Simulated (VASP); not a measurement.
# Ga (Fm-3m) in VASP: further runs, part 2 of 2

VASP 6.6.1.

## 4. Single point, r2SCAN

This run uses another cell than the first one, of 17.92 Å³/atom, 1.087 times its volume.

POSCAR

```
Ga
1.0
    0.0000000000      2.0770707132      2.0770707132
    2.0770707132      0.0000000000      2.0770707132
    2.0770707132      2.0770707132      0.0000000000
Ga
1
Direct
    0.0000000000      0.0000000000      0.0000000000
```

INCAR.step1

```
  ALGO = Normal
  EDIFF = 1E-4
  ENCUT = 520
  GGA = PE
  ISMEAR = -1
  LASPH = T
  LCHARG = F
  LREAL = F
  LWAVE = T
  NBANDS = 12
  NELM = 80
  PREC = Accurate
  SIGMA = 0.1
```

INCAR.step2

```
  ALGO = Normal
  EDIFF = 1E-6
  ENCUT = 520
  ISIF = 2
  ISMEAR = -1
  ISTART = 1
  LASPH = T
  LCHARG = F
  LMIXTAU = T
  LREAL = F
  LWAVE = F
  METAGGA = R2SCAN
  NBANDS = 12
  NELM = 80
  PREC = Accurate
  SIGMA = 0.1
```

KPOINTS

```
k-points
0
Gamma
  15 15 15
```

Potentials or basis: VASP PAW PBE potentials, release 64 (Ga_d).

Launch:

```
> cat potpaw_PBE.64/Ga_d/POTCAR > POTCAR
> cp INCAR.step1 INCAR
> mpirun -np 1 vasp_std > vasp.out
> cp INCAR.step2 INCAR
> mpirun -np 1 vasp_std > vasp.out
```

OUTCAR:

```text
EDIFF = 1E-6
   ENCUT = 520
   ISIF = 2
   ISMEAR = -1
   ISTART = 1
   LASPH = T
   LREAL = F
   METAGGA = R2SCAN
   NELM = 80
   PREC = Accurate

 ion  position               nearest neighbor table
   1  0.000  0.000  0.000-

  LATTYP: Found a face centered cubic cell.
 ALAT       =     4.1541414264

  Lattice vectors:

 A1 = (   0.0000000000,   2.0770707132,   2.0770707132)
 A2 = (   2.0770707132,   0.0000000000,   2.0770707132)
 A3 = (   2.0770707132,   2.0770707132,   0.0000000000)

Analysis of symmetry for initial positions (statically):
=====================================================================
 Subroutine PRICEL returns:
 Original cell was already a primitive cell.

 Routine SETGRP: Setting up the symmetry group for a
 face centered cubic supercell.

 Subroutine GETGRP returns: Found 48 space group operations
 (whereof 48 operations were pure point group operations)
 out of a pool of 48 trial point group operations.

The static configuration has the point symmetry O_h .

Analysis of symmetry for dynamics (positions and initial velocities):
=====================================================================
 Subroutine PRICEL returns:
 Original cell was already a primitive cell.

 Routine SETGRP: Setting up the symmetry group for a
 face centered cubic supercell.

 Subroutine GETGRP returns: Found 48 space group operations
 (whereof 48 operations were pure point group operations)
 out of a pool of 48 trial point group operations.

The dynamic configuration has the point symmetry O_h .

 Subroutine INISYM returns: Found 48 space group operations
 (whereof 48 operations are pure point group operations),
 and found     1 'primitive' translations

----------------------------------------------------------------------------------------
[... 109 lines left out ...]
   IMIX   =      4    mixing-type and parameters
     AMIX     =   0.40;   BMIX     =  1.00
     AMIX_MAG =   1.60;   BMIX_MAG =  1.00
  volume/ion in A,a.u.               =      17.92       120.94
  Fermi-wavevector in a.u.,A,eV,Ry     =   1.470939  2.779672 29.438403  2.163662
  Thomas-Fermi vector in A             =   2.586135
   LORBIT       =      0    0 simple, 1 ext, 2 COOP (PROOUT), +10 PAW based schemes
   METAGGA = R2SCAN    functional components
   LHFCALC =     F    Hartree Fock is set to
   AEXX    =    0.0000 exact exchange contribution
   IVDW    =     0    specifies the selected vdW correction
   LEPSILON=     F    determine dielectric tensor
   LRPA    =     F    only Hartree local field effects (RPA)
 non-spin polarized calculation
  energy-cutoff  :      520.00
  volume of cell :       17.92
 maximum number of plane-waves:       531
 NGX is ok and might be reduce to    24
   NGX = 11   NGY = 11   NGZ = 11

 number of electron      12.9999992 magnetization

 Free energy of the ion-electron system (eV)
  ---------------------------------------------------
  ext. energy  EPLUGINS =         0.00000000
  ---------------------------------------------------
  free energy    TOTEN  =       -11.31499417 eV

  energy without entropy =      -11.30487863  energy(sigma->0) =      -11.30993640

 E-fermi :   6.0257     XC(G=0): -12.4809

 val. band max:        5.9605200469   @ k =  -0.3333   0.3333   0.0000
 cond. band min:       6.0641039015   @ k =   0.4667   0.4000   0.0000
 fundamental gap:      0.1035838546
 Fermi energy:         6.0257443057

 k-point     1 :       0.0000    0.0000    0.0000
  band No.  band energies     occupation
      1      -9.5539      2.00000
      2      -9.5539      2.00000
      3      -9.5539      2.00000
      4      -9.4101      2.00000
      5      -9.4101      2.00000
      6      -6.1238      2.00000
      7      19.5244      0.00000
      8      19.5246      0.00000
      9      19.5246      0.00000
     10      22.8749      0.00000
     11      23.2370      0.00000
     12      23.2371      0.00000
[... 331 lines left out ...]
 k-point    24 :       0.2000    0.1333    0.0000
  band No.  band energies     occupation
      1      -9.6002      2.00000
      2      -9.4921      2.00000
      3      -9.4879      2.00000
      4      -9.4595      2.00000
      5      -9.3798      2.00000
      6      -4.9877      2.00000
      7      14.2809      0.00000
      8      15.8149      0.00000
      9      17.3600      0.00000
     10      19.3573      0.00000
     11      21.4692      0.00000
     12      27.4051      0.00000

 [... further k-points ...]
[... 5 lines left out ...]
  --------------------------------------------------------------------------------------
  -------------------------------------------------------------------------------------
  Total       -0.0406125     -0.0406125     -0.0406125     -0.0000000     -0.0000000      0.0000000
  in kB       -3.6306686     -3.6306686     -3.6306686     -0.0000000     -0.0000000      0.0000000
  external PRESSURE =      -3.6306686 kB  Pullay stress =       0.0000000 kB

 VOLUME and BASIS-vectors are now :
 -----------------------------------------------------------------------------
  energy-cutoff  :      520.00
  volume of cell :       17.92
      direct lattice vectors                 reciprocal lattice vectors
     0.000000000  2.077070713  2.077070713    -0.240723629  0.240723629  0.240723629
     2.077070713  0.000000000  2.077070713     0.240723629 -0.240723629  0.240723629
     2.077070713  2.077070713  0.000000000     0.240723629  0.240723629 -0.240723629

 POSITION                                       TOTAL-FORCE (eV/Angst)
 -----------------------------------------------------------------------------------
      0.00000      0.00000      0.00000         0.000000     -0.000000      0.000000
 -----------------------------------------------------------------------------------
    total drift:                               -0.000000     -0.000000     -0.000000

  FREE ENERGIE OF THE ION-ELECTRON SYSTEM (eV)
  ---------------------------------------------------
  free  energy   TOTEN  =       -11.3149941711 eV

  energy  without entropy=      -11.3048786317  energy(sigma->0) =      -11.30993640
```

OUTCAR.step1:

```text
EDIFF = 1E-4
   ENCUT = 520
   GGA = PE
   ISMEAR = -1
   LASPH = T
   LREAL = F
[... 574 lines left out ...]

 POSITION                                       TOTAL-FORCE (eV/Angst)
 -----------------------------------------------------------------------------------
      0.00000      0.00000      0.00000         0.000000      0.000000      0.000000
 -----------------------------------------------------------------------------------
    total drift:                               -0.000000      0.000000     -0.000000

  FREE ENERGIE OF THE ION-ELECTRON SYSTEM (eV)
  ---------------------------------------------------
  free  energy   TOTEN  =        -2.8868776180 eV

  energy  without entropy=       -2.8754831953  energy(sigma->0) =       -2.88118041
```

OSZICAR.step1:

```text
N       E                     dE             d eps       ncg     rms          rms(c)
DAV:   1     0.439726950046E+02    0.43973E+02   -0.68126E+03  3072   0.190E+03
DAV:   2    -0.747489955218E+00   -0.44720E+02   -0.43128E+02  3028   0.262E+02
DAV:   3    -0.289953840660E+01   -0.21520E+01   -0.21465E+01  3352   0.462E+01
DAV:   4    -0.291673349223E+01   -0.17195E-01   -0.17193E-01  3384   0.437E+00
DAV:   5    -0.291691025438E+01   -0.17676E-03   -0.17676E-03  3412   0.424E-01    0.886E-01
DAV:   6    -0.289314756660E+01    0.23763E-01   -0.36578E-02  3604   0.397E+00    0.448E-01
DAV:   7    -0.288750477324E+01    0.56428E-02   -0.70539E-03  4052   0.145E+00    0.121E-01
DAV:   8    -0.288687419248E+01    0.63058E-03   -0.65624E-04  3328   0.470E-01    0.865E-03
DAV:   9    -0.288687761800E+01   -0.34255E-05   -0.55069E-06  2204   0.384E-02
   1 F= -.28868776E+01 E0= -.28811804E+01  d E =-.113944E-01
```

It took 43 s on 1 thread of Intel Xeon 6975P-C, shared host; peak memory 0.16 GiB.

What came out:

```yaml
Free_energy: -11.3150 eV
Pressure: -0.4 GPa
```

Levels at points of the mesh, in eV from the Fermi level:
| k point | band 4 | band 5 | band 6 | band 7 | band 8 | band 9 |
| --- | --- | --- | --- | --- | --- | --- |
| (0.00, 0.00, 0.00) | -15.44 | -15.44 | -12.15 | 13.50 | 13.50 | 13.50 |

Caveat: the PAW data sets were made with another functional, which shifts forces and pressure a little.

## 5. Overview

| cell | gap on the mesh (eV) | pressure (GPa) |
| --- | --- | --- |
| a = 2.857 Å, angles 60.0°, 1 atom | none | 5.7 |
| a = 2.898 Å, angles 60.0°, 1 atom | none | 2.3 |
| a = 2.937 Å, angles 60.0°, 1 atom | none | -0.4 |

Alike in all rows: task single point; level r2SCAN; potentials or basis VASP PAW PBE potentials, release 64 (Ga_d); no spin polarisation; k mesh 15 × 15 × 15; cutoff (eV) 520; smearing fermi-dirac 0.1 eV.

Caveats: the PAW data sets were made with another functional, which shifts forces and pressure a little.

Total energies depend on the potentials used, so only differences within one code and one set of settings carry meaning.
